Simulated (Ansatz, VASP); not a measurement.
Two plane-wave programs on La

```xyz
2
Lattice="3.4514 0.0000 0.0000 -1.7257 2.9890 0.0000 0.0000 0.0000 5.5912" Properties=species:S:1:pos:R:3 pbc="T T T"
La    0.0000    1.9926    1.3978
La    1.7257    0.9963    4.1934
```

Alike in both runs: task relaxation of cell and atoms; functional PBE; k mesh 12 × 12 × 7; occupations fermi-dirac, width 0.05 eV; no spin polarisation.

|  | VASP | Ansatz |
| --- | --- | --- |
| version | VASP 6.6.1 | Ansatz 0.2.0 |
| potentials or method | VASP PAW PBE potentials, release 64 (La) | PAW with Ansatz's default frozen-core files, scalar-relativistic |
| plane-wave cutoff (eV) | 600 | 420 |
| valence electrons in the cell | 22 | 22 |

|  | VASP | Ansatz | Ansatz less VASP |
| --- | --- | --- | --- |
| relaxed volume (Å³/atom) | 37.76 | 37.65 | -0.103 |
| relaxed cell length with the largest relative difference (Å) | 6.085 | 6.076 | -0.0092 |

Spin-orbit coupling is off throughout. Noted on VASP's run: the volume moved by over 15 % at a fixed basis, so the end points are rough.
